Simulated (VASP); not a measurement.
# Tm3ZrO (Pm-3m) in VASP: a series of runs

Tm3ZrO is run at these levels: PBE; tasks: single point, relaxation of cell and atoms.

All numbers are computed with VASP 6.6.1; they aren't measurements. Logs are shortened: lines on timing, memory, paths and dates and some standing lists are left out, and cuts for length are marked.

**1. The cell of the first run**

It takes space group Pm-3m (No. 221, cubic). The conventional cell has a = 4.558 Å, b = 4.558 Å, c = 4.558 Å, α = 90.00°, β = 90.00°, γ = 90.00°. Within 3.0 Å of Tm (site symmetry 4/mmm) lie 2 O at 2.28 Å. Within 4.2 Å of Zr (site symmetry m-3m) lie 12 Tm at 3.22 Å and 8 O at 3.95 Å. O (site symmetry m-3m) has 6 Tm at 2.28 Å within 3.0 Å.

The cell was built from a structure type or drawn by symmetry, and may not be a known phase.

**2. Single point, PBE**

Contents of INCAR:

```
PREC = Accurate
ENCUT = 600
EDIFF = 1E-6
ISMEAR = 0
SIGMA = 0.1
LREAL = F
LASPH = T
NELM = 200
ALGO = Normal
ISIF = 2
LWAVE = F
LCHARG = F
GGA = PE
NBANDS = 30
GGA_COMPAT = F
LMAXMIX = 6
```

Contents of KPOINTS:

```
Automatic mesh
0
Gamma
  4 4 4
```

Contents of POSCAR:

```
Tm3ZrO
1.0
    4.5577646500      0.0000000000      0.0000000000
    0.0000000000      4.5577646500      0.0000000000
    0.0000000000      0.0000000000      4.5577646500
Tm Zr O
3 1 1
Direct
    0.5000000000      0.5000000000      0.0000000000
    0.0000000000      0.5000000000      0.5000000000
    0.5000000000      0.0000000000      0.5000000000
    0.0000000000      0.0000000000      0.0000000000
    0.5000000000      0.5000000000      0.5000000000
```

Potentials or basis: VASP PAW PBE potentials, release 64 (Tm_3, Zr_sv, O), 4f in core.

Run with:

```bash
> cat potpaw_PBE.64/Tm_3/POTCAR potpaw_PBE.64/Zr_sv/POTCAR potpaw_PBE.64/O/POTCAR > POTCAR
> mpirun -np 1 vasp_std > vasp.out
```

OUTCAR:

```text
PREC = Accurate
   ENCUT = 600
   EDIFF = 1E-6
   ISMEAR = 0
   LREAL = F
   LASPH = T
   NELM = 200
   ISIF = 2
   GGA = PE

 ion  position               nearest neighbor table
   1  0.500  0.500  0.000-   5 2.28   5 2.28   4 3.22   2 3.22   2 3.22   3 3.22   3 3.22   3 3.22
                             4 3.22   3 3.22   2 3.22   4 3.22   2 3.22   4 3.22
   2  0.000  0.500  0.500-   5 2.28   5 2.28   4 3.22   1 3.22   1 3.22   4 3.22   3 3.22   4 3.22
                             4 3.22   1 3.22   3 3.22   3 3.22   1 3.22   3 3.22
   3  0.500  0.000  0.500-   5 2.28   5 2.28   4 3.22   1 3.22   1 3.22   4 3.22   1 3.22   2 3.22
                             2 3.22   1 3.22   2 3.22   4 3.22   4 3.22   2 3.22
   4  0.000  0.000  0.000-   1 3.22   2 3.22   3 3.22   2 3.22   3 3.22   1 3.22   2 3.22   2 3.22
                             1 3.22   3 3.22   3 3.22   1 3.22
   5  0.500  0.500  0.500-   1 2.28   2 2.28   3 2.28   1 2.28   3 2.28   2 2.28

  LATTYP: Found a simple cubic cell.
 ALAT       =     4.5577646500

  Lattice vectors:

 A1 = (   4.5577646500,   0.0000000000,   0.0000000000)
 A2 = (   0.0000000000,   4.5577646500,   0.0000000000)
 A3 = (   0.0000000000,   0.0000000000,   4.5577646500)

Analysis of symmetry for initial positions (statically):
=====================================================================
 Subroutine PRICEL returns:
 Original cell was already a primitive cell.

 Routine SETGRP: Setting up the symmetry group for a
 simple cubic supercell.

 Subroutine GETGRP returns: Found 48 space group operations
 (whereof 48 operations were pure point group operations)
 out of a pool of 48 trial point group operations.

The static configuration has the point symmetry O_h .

Analysis of symmetry for dynamics (positions and initial velocities):
=====================================================================
 Subroutine PRICEL returns:
 Original cell was already a primitive cell.

 Routine SETGRP: Setting up the symmetry group for a
 simple cubic supercell.

 Subroutine GETGRP returns: Found 48 space group operations
 (whereof 48 operations were pure point group operations)
 out of a pool of 48 trial point group operations.

The dynamic configuration has the point symmetry O_h .

 Subroutine INISYM returns: Found 48 space group operations
 (whereof 48 operations are pure point group operations),
 and found     1 'primitive' translations

----------------------------------------------------------------------------------------

                                     Primitive cell

  volume of cell :      94.6794

  direct lattice vectors                    reciprocal lattice vectors
     4.557764650  0.000000000  0.000000000     0.219405800  0.000000000  0.000000000
     0.000000000  4.557764650  0.000000000     0.000000000  0.219405800  0.000000000
     0.000000000  0.000000000  4.557764650     0.000000000  0.000000000  0.219405800

  length of vectors
     4.557764650  4.557764650  4.557764650     0.219405800  0.219405800  0.219405800

  position of ions in fractional coordinates (direct lattice)
     0.500000000  0.500000000  0.000000000
     0.000000000  0.500000000  0.500000000
     0.500000000  0.000000000  0.500000000
     0.000000000  0.000000000  0.000000000
     0.500000000  0.500000000  0.500000000

  ion indices of the primitive-cell ions
   primitive index   ion index
                 1           1
                 2           2
                 3           3
                 4           4
                 5           5

----------------------------------------------------------------------------------------

 KPOINTS: Automatic mesh

Automatic generation of k-mesh.
 Grid dimensions read from file:
 generate k-points for:    4    4    4

 Generating k-lattice:

  Cartesian coordinates                     Fractional coordinates (reciprocal lattice)
     0.054851450  0.000000000  0.000000000     0.250000000  0.000000000  0.000000000
     0.000000000  0.054851450  0.000000000     0.000000000  0.250000000  0.000000000
[... 50 lines left out ...]
  free energy    TOTEN  =       -31.96184174 eV

  energy without entropy =      -31.93141025  energy(sigma->0) =      -31.94662599

 E-fermi :   5.8009     XC(G=0): -11.3084

 val. band max:        5.7652943237   @ k =   0.5000   0.2500   0.0000
 cond. band min:       5.8691223077   @ k =   0.5000   0.5000   0.0000
 fundamental gap:      0.1038279839
 Fermi energy:         5.8009275920

 k-point     1 :       0.0000    0.0000    0.0000
  band No.  band energies     occupation
      1     -42.4105      2.00000
      2     -20.5943      2.00000
      3     -20.5943      2.00000
      4     -20.5943      2.00000
      5     -19.4033      2.00000
      6     -19.4033      2.00000
[... 22 lines left out ...]
     29      10.0952      0.00000
     30      10.3843      0.00000

 k-point     2 :       0.2500    0.0000    0.0000
  band No.  band energies     occupation
      1     -42.4105      2.00000
      2     -20.5705      2.00000
      3     -20.5705      2.00000
      4     -20.5633      2.00000
      5     -19.4370      2.00000
      6     -19.3687      2.00000
[... 22 lines left out ...]
     29       9.0388      0.00000
     30       9.5266      0.00000

 k-point     3 :       0.5000    0.0000    0.0000
  band No.  band energies     occupation
      1     -42.4105      2.00000
      2     -20.5460      2.00000
      3     -20.5460      2.00000
      4     -20.5313      2.00000
      5     -19.4533      2.00000
      6     -19.3298      2.00000
[... 22 lines left out ...]
     29       9.3532      0.00000
     30       9.9334      0.00000

 k-point     4 :       0.2500    0.2500    0.0000
  band No.  band energies     occupation
      1     -42.4104      2.00000
      2     -20.5825      2.00000
      3     -20.5504      2.00000
      4     -20.5428      2.00000
      5     -19.7200      2.00000
      6     -19.3165      2.00000
[... 154 lines left out ...]
     29       8.4620      0.00000
     30       9.0166      0.00000

 k-point     9 :       0.5000    0.5000    0.2500
  band No.  band energies     occupation
      1     -42.4099      2.00000
      2     -20.6134      2.00000
      3     -20.6134      2.00000
      4     -20.5836      2.00000
      5     -20.3719      2.00000
      6     -19.1790      2.00000
[... 22 lines left out ...]
     29       8.4759      0.00000
     30       9.3681      0.00000

 k-point    10 :       0.5000    0.5000    0.5000
  band No.  band energies     occupation
      1     -42.4095      2.00000
      2     -20.6471      2.00000
      3     -20.6471      2.00000
      4     -20.6471      2.00000
      5     -20.5841      2.00000
      6     -19.1063      2.00000
[... 22 lines left out ...]
     29       7.9735      0.00000
     30      10.5967      0.00000

------------------------ aborting loop because EDIFF is reached ----------------------------------------

  FORCE on cell =-STRESS in cart. coord.  units (eV):
  Direction    XX          YY          ZZ          XY          YZ          ZX
  --------------------------------------------------------------------------------------
  -------------------------------------------------------------------------------------
  Total        7.7666786      7.7666786      7.7666786      0.0000000     -0.0000000      0.0000000
  in kB      131.4287056    131.4287056    131.4287056      0.0000000     -0.0000000      0.0000000
  external PRESSURE =     131.4287056 kB  Pullay stress =       0.0000000 kB

 VOLUME and BASIS-vectors are now :
 -----------------------------------------------------------------------------
  energy-cutoff  :      600.00
  volume of cell :       94.68
      direct lattice vectors                 reciprocal lattice vectors
     4.557764650  0.000000000  0.000000000     0.219405800  0.000000000  0.000000000
     0.000000000  4.557764650  0.000000000     0.000000000  0.219405800  0.000000000
     0.000000000  0.000000000  4.557764650     0.000000000  0.000000000  0.219405800

 POSITION                                       TOTAL-FORCE (eV/Angst)
 -----------------------------------------------------------------------------------
      2.27888      2.27888      0.00000         0.000000      0.000000      0.000000
      0.00000      2.27888      2.27888         0.000000      0.000000      0.000000
      2.27888      0.00000      2.27888         0.000000      0.000000      0.000000
      0.00000      0.00000      0.00000         0.000000      0.000000      0.000000
      2.27888      2.27888      2.27888         0.000000      0.000000      0.000000
 -----------------------------------------------------------------------------------
    total drift:                                0.000000      0.000000      0.000000

  FREE ENERGIE OF THE ION-ELECTRON SYSTEM (eV)
  ---------------------------------------------------
  free  energy   TOTEN  =       -31.9618417382 eV

  energy  without entropy=      -31.9314102485  energy(sigma->0) =      -31.94662599
```

Wall time 21 s (1 thread of Intel Xeon 6975P-C (Granite Rapids), shared host); peak memory 0.22 GiB.

What came out:

| Quantity | Value |
| --- | --- |
| Free energy | -31.9618 eV |
| Pressure | 13.1 GPa |
| Band gap on the k mesh | zero (an odd number of electrons rules out a gap without spin polarisation) |

Caveat: the cell stands under pressure; spin-orbit coupling is left out, which moves the levels of the heavy elements; the 4f electrons are frozen in the core, so they carry no moment and show no levels; an odd number of electrons without spin polarisation forces a metal; a magnetic or distorted state may lie lower; the run has no spin polarisation, though such a crystal can be magnetic. With open d or f shells a metallic result of PBE can be an artefact of self-interaction; +U or a hybrid may open a gap.

**3. Single point, PBE**

This run uses another cell than the first one, of 21.34 Å³/atom.

Contents of INCAR:

```
SYSTEM = Tm3ZrO
ALGO     = Normal         ! electronic algorithm
EDIFF    = 1E-6           ! SCF threshold, eV
ENCUT    = 600            ! plane-wave cutoff, eV
GGA      = PE             ! functional
GGA_COMPAT= .FALSE.      
ISIF     = 2              ! what is computed and relaxed
ISMEAR   = 0              ! smearing method
LASPH    = .TRUE.         ! aspherical terms in the spheres
LCHARG   = .FALSE.        ! write CHGCAR
LMAXMIX  = 6              ! l up to which the mixer works
LREAL    = .FALSE.        ! projectors in reciprocal space
LWAVE    = .FALSE.        ! write WAVECAR
NBANDS   = 30             ! bands
NELM     = 200            ! most SCF steps
PREC     = Accurate       ! precision mode
SIGMA    = 0.1            ! smearing width, eV
```

Contents of KPOINTS:

```
k-points
0
G
  4 4 4
  0 0 0
```

Edit POSCAR of step 2 so:

```diff
@@ -2,5 +2,5 @@
 1.0
-    4.5577646500      0.0000000000      0.0000000000
-    0.0000000000      4.5577646500      0.0000000000
-    0.0000000000      0.0000000000      4.5577646500
+    4.7428901834      0.0000000000      0.0000000000
+    0.0000000000      4.7428901834      0.0000000000
+    0.0000000000      0.0000000000      4.7428901834
 Tm Zr O
```

Potentials or basis: VASP PAW PBE potentials, release 64 (Tm_3, Zr_sv, O), 4f in core.

Run with:

```bash
> cat potpaw_PBE.64/Tm_3/POTCAR potpaw_PBE.64/Zr_sv/POTCAR potpaw_PBE.64/O/POTCAR > POTCAR
> mpirun -np 1 vasp_std > vasp.out
```

It took 29 s on 1 thread of Intel Xeon 6975P-C (Granite Rapids), shared host; peak memory 0.25 GiB.

The run converged. Its results:

* Free energy: -32.4510 eV
* Pressure: 0.9 GPa
* Band gap on the k mesh: zero (an odd number of electrons rules out a gap without spin polarisation)

Levels at points of the mesh, in eV from the Fermi level:
```
           k point  band 18  band 19  band 20  band 21  band 22  band 23  band 24  band 25  band 26  band 27
(0.00, 0.00, 0.00)    -4.58    -2.31    -2.31    -1.37    -1.37    -1.37     1.80     1.80     1.80     3.52
(0.50, 0.00, 0.00)    -3.05    -2.74    -1.09    -0.25     0.00     0.29     0.29     0.64     0.64     1.69
(0.50, 0.50, 0.00)    -1.70    -1.19    -1.17    -1.17     0.04     0.04     0.27     0.39     1.49     1.49
(0.50, 0.50, 0.50)    -2.34    -1.43    -1.43    -1.43     0.97     0.97     0.97     1.26     1.26     2.07
```

Caveat: spin-orbit coupling is left out, which moves the levels of the heavy elements; the 4f electrons are frozen in the core, so they carry no moment and show no levels; an odd number of electrons without spin polarisation forces a metal; a magnetic or distorted state may lie lower; the run has no spin polarisation, though such a crystal can be magnetic. Spin polarisation is off, so any magnetic state and its effect on volume and gap are missing.

**4. Relaxation of cell and atoms, PBE**

Contents of INCAR:

```
ALGO = Normal ; EDIFF = 1E-7
EDIFFG = -0.04 ; ENCUT = 600
GGA = PE ; GGA_COMPAT = F
IBRION = 2 ; ISIF = 3
ISMEAR = 0 ; LASPH = T
LCHARG = F ; LMAXMIX = 6
LREAL = F ; LWAVE = F
NELM = 200 ; NELMIN = 4
NSW = 90 ; PREC = Accurate
SIGMA = 0.1
```

Contents of KPOINTS:

```
k-points
0
Gamma
  4 4 4
```

Edit POSCAR of step 3 so:

```diff
@@ -2,5 +2,5 @@
 1.0
-    4.7428901834      0.0000000000      0.0000000000
-    0.0000000000      4.7428901834      0.0000000000
-    0.0000000000      0.0000000000      4.7428901834
+    4.5577646500      0.0000000000      0.0000000000
+    0.0000000000      4.5577646500      0.0000000000
+    0.0000000000      0.0000000000      4.5577646500
 Tm Zr O
```

Run with:

```bash
> cat potpaw_PBE.64/Tm_3/POTCAR potpaw_PBE.64/Zr_sv/POTCAR potpaw_PBE.64/O/POTCAR > POTCAR
> mpirun -np 1 vasp_std > vasp.out
```

Wall time 68 s (1 thread of Intel Xeon 6975P-C (Granite Rapids), shared host); peak memory 0.23 GiB.

It converged, with:

```
Free energy                           : -32.4490 eV
Relaxed volume                        : 21.59 Å³/atom
Relaxed cell                          : a = 4.761 Å, b = 4.761 Å, c = 4.761 Å, α = 90.00°, β = 90.00°, γ = 90.00°
Space group after relaxing (to 0.1 Å) : Pm-3m (No. 221)
Energy gained by relaxing             : 97.4 meV/atom
Ionic steps                           : 3
Pressure after relaxing               : 0.0 GPa
Band gap on the k mesh                : zero (an odd number of electrons rules out a gap without spin polarisation)
```

The path:
| step | energy change (eV) | largest force (eV/Å) | pressure (GPa) | volume (Å³) |
| --- | --- | --- | --- | --- |
| 1 | 0.0000 | 0.0000 | 13.15 | 94.68 |
| 2 | -0.3006 | 0.0000 | -5.76 | 117.62 |
| 3 | -0.4872 | 0.0000 | -0.02 | 107.93 |

Final structure:
```xyz
5
Lattice="4.7612 0.0000 0.0000 0.0000 4.7612 0.0000 0.0000 0.0000 4.7612" Properties=species:S:1:pos:R:3 pbc="T T T"
Tm    2.3806    2.3806    0.0000
Tm    0.0000    2.3806    2.3806
Tm    2.3806    0.0000    2.3806
Zr    0.0000    0.0000    0.0000
O     2.3806    2.3806    2.3806
```

Levels at points of the mesh, in eV from the Fermi level:
```csv
k point,band 20,band 21,band 22,band 23,band 24,band 25
"(0.00, 0.00, 0.00)",-2.28,-1.34,-1.34,-1.34,1.79,1.79
"(0.50, 0.00, 0.00)",-1.07,-0.23,0.02,0.29,0.29,0.63
"(0.50, 0.50, 0.00)",-1.18,-1.18,0.04,0.04,0.27,0.39
"(0.50, 0.50, 0.50)",-1.42,-1.42,0.92,0.92,0.92,1.25
```

Caveat: spin-orbit coupling is left out, which moves the levels of the heavy elements; the 4f electrons are frozen in the core, so they carry no moment and show no levels; an odd number of electrons without spin polarisation forces a metal; a magnetic or distorted state may lie lower; the run has no spin polarisation, though such a crystal can be magnetic. Spin polarisation is off, so any magnetic state and its effect on volume and gap are missing.

**5. Single point, PBE**

This run uses another cell than the first one, of 21.42 Å³/atom.

Contents of INCAR:

```
  ALGO = Normal
  EDIFF = 1E-6
  ENCUT = 600
  GGA = PE
  GGA_COMPAT = False
  ISIF = 2
  ISMEAR = 0
  LASPH = True
  LCHARG = True
  LELF = True
  LMAXMIX = 6
  LREAL = False
  LVHAR = True
  LWAVE = False
  NBANDS = 30
  NELM = 200
  PREC = Accurate
  SIGMA = 0.1
```

Contents of KPOINTS:

```
k-points
0
Gamma
  8 8 8
```

Edit POSCAR of step 4 so:

```diff
@@ -2,5 +2,5 @@
 1.0
-    4.5577646500      0.0000000000      0.0000000000
-    0.0000000000      4.5577646500      0.0000000000
-    0.0000000000      0.0000000000      4.5577646500
+    4.7487412851      0.0000000000      0.0000000000
+    0.0000000000      4.7487412851      0.0000000000
+    0.0000000000      0.0000000000      4.7487412851
 Tm Zr O
```

Run with:

```bash
> cat potpaw_PBE.64/Tm_3/POTCAR potpaw_PBE.64/Zr_sv/POTCAR potpaw_PBE.64/O/POTCAR > POTCAR
> mpirun -np 1 vasp_std > vasp.out
```

Wall time 2 min (1 thread of Intel Xeon 6975P-C (Granite Rapids), shared host); peak memory 0.32 GiB.

Results (log left out):

| Quantity | Value |
| --- | --- |
| Free energy | -32.4597 eV |
| Pressure | 0.6 GPa |
| Band gap on the k mesh | zero (an odd number of electrons rules out a gap without spin polarisation) |

Levels at points of the mesh, in eV from the Fermi level:
```csv
k point,band 21,band 22,band 23,band 24,band 25,band 26
"(0.00, 0.00, 0.00)",-1.35,-1.35,-1.35,1.80,1.80,1.80
"(0.50, 0.00, 0.00)",-0.25,0.03,0.30,0.30,0.63,0.63
"(0.50, 0.50, 0.00)",-1.17,0.04,0.04,0.26,0.40,1.50
"(0.50, 0.50, 0.50)",-1.43,0.96,0.96,0.96,1.24,1.24
```

Caveat: spin-orbit coupling is left out, which moves the levels of the heavy elements; the 4f electrons are frozen in the core, so they carry no moment and show no levels; an odd number of electrons without spin polarisation forces a metal; a magnetic or distorted state may lie lower; the run has no spin polarisation, though such a crystal can be magnetic.

**6. Overview**

```csv
task,cell,k mesh,gap on the mesh (eV),pressure (GPa)
single point,"a = 4.558 Å, 5 atoms",4 × 4 × 4,none,13.1
single point,"a = 4.743 Å, 5 atoms",4 × 4 × 4,none,0.9
relaxation of cell and atoms,"relaxed from a = 4.558 Å, 5 atoms",4 × 4 × 4,none,0.0
single point,"a = 4.749 Å, 5 atoms",8 × 8 × 8,none,0.6
```

Alike in all rows: level PBE; potentials or basis VASP PAW PBE potentials, release 64 (Tm_3, Zr_sv, O), 4f in core; no spin polarisation; cutoff (eV) 600; smearing gaussian 0.1 eV.

Caveats: spin-orbit coupling is left out, which moves the levels of the heavy elements; the 4f electrons are frozen in the core, so they carry no moment and show no levels; an odd number of electrons without spin polarisation forces a metal; a magnetic or distorted state may lie lower; the run has no spin polarisation, though such a crystal can be magnetic; the cell stands under pressure (at least some runs).

Absolute energies hang on the potentials; compare differences alone.
